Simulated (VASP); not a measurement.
# Pb (Fd-3m) in VASP: further runs

The runs below take Pb through single point, relaxation of cell and atoms, with PBE.

Everything below comes from runs of VASP 6.6.1. Logs are shortened: lines on timing, memory, paths and dates and some standing lists are left out, and cuts for length are marked.

## Step 1: The cell of the first run

The structure is cubic, space group Fd-3m (No. 227). The conventional cell has a = 7.102 Å, b = 7.102 Å, c = 7.102 Å, α = 90.00°, β = 90.00°, γ = 90.00°. Pb (site symmetry -43m) has 4 Pb at 3.08 Å within 4.0 Å.

## Step 2: Single point, PBE

The input, INCAR:

```
  ALGO = Normal
  EDIFF = 1E-6
  ENCUT = 520
  GGA = PE
  ISIF = 2
  ISMEAR = 0
  LASPH = True
  LCHARG = True
  LELF = True
  LREAL = False
  LVHAR = True
  LWAVE = False
  NBANDS = 21
  NELM = 80
  PREC = Accurate
  SIGMA = 0.1
```

The input, KPOINTS:

```
k-points
0
Gamma
  4 4 4
```

The input, POSCAR:

```
Pb
1.0
    0.0000000000      3.5511294704      3.5511294704
    3.5511294704      0.0000000000      3.5511294704
    3.5511294704      3.5511294704      0.0000000000
Pb
2
Direct
    0.5000000000      0.5000000000      0.5000000000
    0.7500000000      0.7500000000      0.7500000000
```

Potentials or basis: VASP PAW PBE potentials, release 64 (Pb_d).

On the command line:

```bash
cat potpaw_PBE.64/Pb_d/POTCAR > POTCAR
mpirun -np 1 vasp_std > vasp.out
```

OUTCAR:

```text
EDIFF = 1E-6
   ENCUT = 520
   GGA = PE
   ISIF = 2
   ISMEAR = 0
   LASPH = True
   LREAL = False
   NELM = 80
   PREC = Accurate

 ion  position               nearest neighbor table
   1  0.500  0.500  0.500-   2 3.08   2 3.08   2 3.08   2 3.08
   2  0.750  0.750  0.750-   1 3.08   1 3.08   1 3.08   1 3.08

  LATTYP: Found a face centered cubic cell.
 ALAT       =     7.1022589408

  Lattice vectors:

 A1 = (   0.0000000000,   3.5511294704,   3.5511294704)
 A2 = (   3.5511294704,   0.0000000000,   3.5511294704)
 A3 = (   3.5511294704,   3.5511294704,   0.0000000000)

Analysis of symmetry for initial positions (statically):
=====================================================================
 Subroutine PRICEL returns:
 Original cell was already a primitive cell.

 Routine SETGRP: Setting up the symmetry group for a
 face centered cubic supercell.

 Subroutine GETGRP returns: Found 48 space group operations
 (whereof 24 operations were pure point group operations)
 out of a pool of 48 trial point group operations.

The static configuration has the point symmetry T_d .
 The point group associated with its full space group is O_h .

Analysis of symmetry for dynamics (positions and initial velocities):
=====================================================================
 Subroutine PRICEL returns:
 Original cell was already a primitive cell.

 Routine SETGRP: Setting up the symmetry group for a
 face centered cubic supercell.

 Subroutine GETGRP returns: Found 48 space group operations
 (whereof 24 operations were pure point group operations)
 out of a pool of 48 trial point group operations.

The dynamic configuration has the point symmetry T_d .
 The point group associated with its full space group is O_h .

 Subroutine INISYM returns: Found 48 space group operations
 (whereof 24 operations are pure point group operations),
 and found     1 'primitive' translations

----------------------------------------------------------------------------------------

                                     Primitive cell

  volume of cell :      89.5632

  direct lattice vectors                    reciprocal lattice vectors
     0.000000000  3.551129470  3.551129470    -0.140800273  0.140800273  0.140800273
     3.551129470  0.000000000  3.551129470     0.140800273 -0.140800273  0.140800273
     3.551129470  3.551129470  0.000000000     0.140800273  0.140800273 -0.140800273

  length of vectors
     5.022055459  5.022055459  5.022055459     0.243873227  0.243873227  0.243873227

  position of ions in fractional coordinates (direct lattice)
     0.500000000  0.500000000  0.500000000
     0.750000000  0.750000000  0.750000000

  ion indices of the primitive-cell ions
   primitive index   ion index
                 1           1
                 2           2

----------------------------------------------------------------------------------------

 KPOINTS: k-points

Automatic generation of k-mesh.
 Grid dimensions read from file:
 generate k-points for:    4    4    4

 Generating k-lattice:

  Cartesian coordinates                     Fractional coordinates (reciprocal lattice)
    -0.035200068  0.035200068  0.035200068     0.250000000  0.000000000  0.000000000
     0.035200068 -0.035200068  0.035200068     0.000000000  0.250000000  0.000000000
     0.035200068  0.035200068 -0.035200068     0.000000000  0.000000000  0.250000000

  Length of vectors
     0.060968307  0.060968307  0.060968307

  Shift w.r.t. Gamma in fractional coordinates (k-lattice)
     0.000000000  0.000000000  0.000000000

 Subroutine IBZKPT returns following result:
 ===========================================

 Found      8 irreducible k-points:

 Following reciprocal coordinates:
            Coordinates               Weight
  0.000000  0.000000  0.000000      1.000000
  0.250000  0.000000  0.000000      8.000000
  0.500000  0.000000  0.000000      4.000000
  0.250000  0.250000  0.000000      6.000000
  0.500000  0.250000  0.000000     24.000000
 -0.250000  0.250000  0.000000     12.000000
  0.500000  0.500000  0.000000      3.000000
 -0.250000  0.500000  0.250000      6.000000
   k-points           NKPTS =      8   k-points in BZ     NKDIM =      8   number of bands    NBANDS=     21
   number of dos      NEDOS =    301   number of ions     NIONS =      2
   total plane-waves  NPLWV =  64000
   dimension x,y,z NGX =    40 NGY =   40 NGZ =   40
   dimension x,y,z NGXF=    80 NGYF=   80 NGZF=   80
   ions per type =               2
   NGX,Y,Z   is equivalent  to a cutoff of  13.24, 13.24, 13.24 a.u.
   NGXF,Y,Z  is equivalent  to a cutoff of  26.48, 26.48, 26.48 a.u.
 SYSTEM =  unknown system
   PREC   = accura    normal or accurate (medium, high low for compatibility)
   ISTART =      0    job   : 0-new  1-cont  2-samecut
   ICHARG =      2    charge: 1-file 2-atom 10-const
   ISPIN  =      1    spin polarized calculation?
   LNONCOLLINEAR =      F non collinear calculations
   LSORBIT =      F    spin-orbit coupling
   LASPH  =      T    aspherical Exc in radial PAW
   ENCUT  =  520.0 eV  38.22 Ry    6.18 a.u.   9.34  9.34  9.34*2*pi/ulx,y,z
   NELM   =     80;   NELMIN=  2; NELMDL= -5     # of ELM steps
   EDIFF  = 0.1E-05   stopping-criterion for ELM
   LREAL  =      F    real-space projection
   EDIFFG = 0.1E-04   stopping-criterion for IOM
   NSW    =      0    number of steps for IOM
   IBRION =     -1    ionic relax: 0-MD 1-quasi-New 2-CG
   NFREE  =      0    steps in history (QN), initial steepest desc. (CG)
   ISIF   =      2    stress and relaxation
   ISYM   =      2    0-nonsym 1-usesym 2-fastsym
   POTIM  = 0.5000    time-step for ionic-motion
   TEBEG  =    0.0;   TEEND  =   0.0 temperature during run
   PSTRESS=    0.0 pullay stress
   NELECT =      28.0000    total number of electrons
   NUPDOWN=      -1.0000    fix difference up-down
   EMIN   =  10.00;   EMAX   =-10.00  energy-range for DOS
   EFERMI =   0.00;   METHOD = LEGACY
   ISMEAR =     0;   SIGMA  =   0.10  broadening in eV -4-tet -1-fermi 0-gaus
   EFERMI_NEDOS =   21; number of points for ismear=-14 and -15
   IALGO  =     38    algorithm
   IMIX   =      4    mixing-type and parameters
     AMIX     =   0.40;   BMIX     =  1.00
     AMIX_MAG =   1.60;   BMIX_MAG =  1.00
  volume/ion in A,a.u.               =      44.78       302.20
  Fermi-wavevector in a.u.,A,eV,Ry     =   1.111095  2.099664 16.796814  1.234531
  Thomas-Fermi vector in A             =   2.247654
   LORBIT       =      0    0 simple, 1 ext, 2 COOP (PROOUT), +10 PAW based schemes
   GGA     = PE    functional components
   LHFCALC =     F    Hartree Fock is set to
   AEXX    =    0.0000 exact exchange contribution
   IVDW    =     0    specifies the selected vdW correction
   LEPSILON=     F    determine dielectric tensor
   LRPA    =     F    only Hartree local field effects (RPA)
 non-spin polarized calculation
 Gauss-broadening in eV      SIGMA  =   0.10
  energy-cutoff  :      520.00
  volume of cell :       89.56
 maximum number of plane-waves:      2450
 NGX is ok and might be reduce to    40
   NGX = 19   NGY = 19   NGZ = 19

 number of electron      28.0000000 magnetization

 Free energy of the ion-electron system (eV)
  ---------------------------------------------------
  ext. energy  EPLUGINS =         0.00000000
  ---------------------------------------------------
  free energy    TOTEN  =        -6.49612407 eV

  energy without entropy =       -6.48224959  energy(sigma->0) =       -6.48918683

 E-fermi :   3.2417     XC(G=0):  -8.0200

 val. band max:        3.0737448489   @ k =   0.2500   0.0000   0.0000
 cond. band min:       3.2634531280   @ k =   0.2500   0.0000   0.0000
 fundamental gap:      0.1897082790
 Fermi energy:         3.2417371226

 k-point     1 :       0.0000    0.0000    0.0000
  band No.  band energies     occupation
      1     -13.5077      2.00000
      2     -13.5077      2.00000
      3     -13.5077      2.00000
      4     -13.4454      2.00000
      5     -13.4454      2.00000
      6     -13.1096      2.00000
[... 13 lines left out ...]
     20      11.4264      0.00000
     21      11.4264      0.00000

 k-point     2 :       0.2500    0.0000    0.0000
  band No.  band energies     occupation
      1     -13.5350      2.00000
      2     -13.5350      2.00000
      3     -13.4967      2.00000
      4     -13.4025      2.00000
      5     -13.4025      2.00000
      6     -13.1578      2.00000
[... 13 lines left out ...]
     20      10.4891      0.00000
     21      10.4891      0.00000

 k-point     3 :       0.5000    0.0000    0.0000
  band No.  band energies     occupation
      1     -13.5461      2.00000
      2     -13.5461      2.00000
      3     -13.4847      2.00000
      4     -13.3801      2.00000
      5     -13.3801      2.00000
      6     -13.1749      2.00000
[... 13 lines left out ...]
     20      11.0906      0.00000
     21      11.6622      0.00000

 k-point     4 :       0.2500    0.2500    0.0000
  band No.  band energies     occupation
      1     -13.5369      2.00000
      2     -13.5369      2.00000
      3     -13.5144      2.00000
      4     -13.3940      2.00000
      5     -13.3434      2.00000
      6     -13.2536      2.00000
[... 13 lines left out ...]
     20      10.4242      0.00000
     21      12.1638      0.00000

 k-point     5 :       0.5000    0.2500    0.0000
  band No.  band energies     occupation
      1     -13.5773      2.00000
      2     -13.5559      2.00000
      3     -13.4502      2.00000
      4     -13.3404      2.00000
      5     -13.3125      2.00000
      6     -13.2845      2.00000
[... 13 lines left out ...]
     20      11.3960      0.00000
     21      12.0444      0.00000

 k-point     6 :      -0.2500    0.2500    0.0000
  band No.  band energies     occupation
      1     -13.5704      2.00000
      2     -13.5580      2.00000
      3     -13.4445      2.00000
      4     -13.3771      2.00000
      5     -13.3372      2.00000
      6     -13.2229      2.00000
[... 13 lines left out ...]
     20      10.4928      0.00000
     21      11.7847      0.00000

 k-point     7 :       0.5000    0.5000    0.0000
  band No.  band energies     occupation
      1     -13.5620      2.00000
      2     -13.5620      2.00000
      3     -13.4245      2.00000
      4     -13.4245      2.00000
      5     -13.2710      2.00000
      6     -13.2710      2.00000
[... 13 lines left out ...]
     20      11.1621      0.00000
     21      13.3667      0.00000

 k-point     8 :      -0.2500    0.5000    0.2500
  band No.  band energies     occupation
      1     -13.5809      2.00000
      2     -13.5809      2.00000
      3     -13.3636      2.00000
      4     -13.3636      2.00000
      5     -13.2811      2.00000
      6     -13.2811      2.00000
[... 13 lines left out ...]
     20      11.5698      0.00000
     21      12.8476      0.00000

------------------------ aborting loop because EDIFF is reached ----------------------------------------

  FORCE on cell =-STRESS in cart. coord.  units (eV):
  Direction    XX          YY          ZZ          XY          YZ          ZX
  --------------------------------------------------------------------------------------
  -------------------------------------------------------------------------------------
  Total        0.0483787      0.0483787      0.0483787      0.0000000      0.0000000      0.0000000
  in kB        0.8654370      0.8654370      0.8654370      0.0000000      0.0000000      0.0000000
  external PRESSURE =       0.8654370 kB  Pullay stress =       0.0000000 kB

 VOLUME and BASIS-vectors are now :
 -----------------------------------------------------------------------------
  energy-cutoff  :      520.00
  volume of cell :       89.56
      direct lattice vectors                 reciprocal lattice vectors
     0.000000000  3.551129470  3.551129470    -0.140800273  0.140800273  0.140800273
     3.551129470  0.000000000  3.551129470     0.140800273 -0.140800273  0.140800273
     3.551129470  3.551129470  0.000000000     0.140800273  0.140800273 -0.140800273

 POSITION                                       TOTAL-FORCE (eV/Angst)
 -----------------------------------------------------------------------------------
      3.55113      3.55113      3.55113         0.000000      0.000000      0.000000
      5.32669      5.32669      5.32669        -0.000000     -0.000000     -0.000000
 -----------------------------------------------------------------------------------
    total drift:                               -0.000000     -0.000000      0.000000

  FREE ENERGIE OF THE ION-ELECTRON SYSTEM (eV)
  ---------------------------------------------------
  free  energy   TOTEN  =        -6.4961240681 eV

  energy  without entropy=       -6.4822495881  energy(sigma->0) =       -6.48918683
```

It took 11 s on 1 thread of Intel Xeon 6975P-C (Granite Rapids), shared host; peak memory 0.23 GiB.

Results:

| Item | Value |
| --- | --- |
| Free energy | -6.4961 eV |
| Pressure | 0.1 GPa |
| Band gap on the k mesh | zero (band 14 reaches 3.88 eV, above the bottom of band 15 at 2.87 eV) |

Levels at points of the mesh, in eV from the Fermi level:
| k point | band 11 | band 12 | band 13 | band 14 | band 15 | band 16 | band 17 | band 18 |
| --- | --- | --- | --- | --- | --- | --- | --- | --- |
| (0.00, 0.00, 0.00) | -10.33 | -4.15 | 0.64 | 0.64 | 0.64 | 2.61 | 2.61 | 2.61 |
| (0.50, 0.00, 0.00) | -9.17 | -6.72 | -0.68 | -0.37 | -0.37 | 3.67 | 3.67 | 5.75 |
| (0.50, 0.50, 0.00) | -8.00 | -8.00 | -1.44 | -1.44 | 1.16 | 1.16 | 6.86 | 6.86 |

Caveat: the k points lie up to 0.38 Å⁻¹ apart; spin-orbit coupling is left out, which moves the levels of the heavy elements.

## Step 3: Relaxation of cell and atoms, PBE

This run uses another cell than the first one, of 35.48 Å³/atom, 0.792 times its volume.

The input, INCAR:

```
SYSTEM = Pb
PREC = Accurate
ENCUT = 600
EDIFF = 1E-6
ISMEAR = 0
SIGMA = 0.1
LREAL = .False.
LASPH = .True.
NELM = 100
ALGO = Normal
ISIF = 3
LWAVE = .False.
LCHARG = .False.
GGA = PE
IBRION = 2
NSW = 90
EDIFFG = -0.04
```

The input, KPOINTS:

```
Automatic mesh
0
Gamma
  4 4 4
  0 0 0
```

The input, POSCAR:

```
Pb
1.0
    0.0000000000      3.2858725824      3.2858725824
    3.2858725824      0.0000000000      3.2858725824
    3.2858725824      3.2858725824      0.0000000000
Pb
2
Direct
    0.5000000000      0.5000000000      0.5000000000
    0.7500000000      0.7500000000      0.7500000000
```

Potentials or basis: VASP PAW PBE potentials, release 64 (Pb_d).

On the command line:

```bash
cat potpaw_PBE.64/Pb_d/POTCAR > POTCAR
mpirun -np 1 vasp_std > vasp.out
```

Run time: 23 s. Hardware: 1 thread of Intel Xeon 6975P-C (Granite Rapids), shared host; peak memory 0.23 GiB.

It converged, with:

| Item | Value |
| --- | --- |
| Free energy | -6.4910 eV |
| Relaxed volume | 44.78 Å³/atom |
| Relaxed cell | a = 5.022 Å, b = 5.022 Å, c = 5.022 Å, α = 60.00°, β = 60.00°, γ = 60.00° |
| Space group after relaxing (to 0.05 Å) | Fd-3m (No. 227) |
| Energy gained by relaxing | 242.2 meV/atom |
| Ionic steps | 3 |
| Pressure after relaxing | 0.1 GPa |
| Band gap on the k mesh | zero (band 14 reaches 3.88 eV, above the bottom of band 15 at 2.87 eV) |

The path:
```
step  energy change (eV)  largest force (eV/Å)  pressure (GPa)  volume (Å³)
   1              0.0000                0.0000           10.17        70.95
   2             -0.4494                0.0000           -1.52        96.69
   3             -0.4843                0.0000            0.08        89.57
```

Final structure:
```
Pb
1.0
     0.00000    3.55121    3.55121
     3.55121    0.00000    3.55121
     3.55121    3.55121    0.00000
Pb
2
Cartesian
  3.5512 3.5512 3.5512
  5.3268 5.3268 5.3268
```

Levels at points of the mesh, in eV from the Fermi level:
| k point | band 12 | band 13 | band 14 | band 15 | band 16 | band 17 |
| --- | --- | --- | --- | --- | --- | --- |
| (0.00, 0.00, 0.00) | -4.15 | 0.64 | 0.64 | 0.64 | 2.61 | 2.61 |
| (0.50, 0.00, 0.00) | -6.72 | -0.68 | -0.37 | -0.37 | 3.67 | 3.67 |
| (0.50, 0.50, 0.00) | -8.00 | -1.44 | -1.44 | 1.16 | 1.16 | 6.86 |

Caveat: the k points lie up to 0.38 Å⁻¹ apart in the final cell; the volume moved by over 15 % at a fixed basis, so the end points are rough; spin-orbit coupling is left out, which moves the levels of the heavy elements.
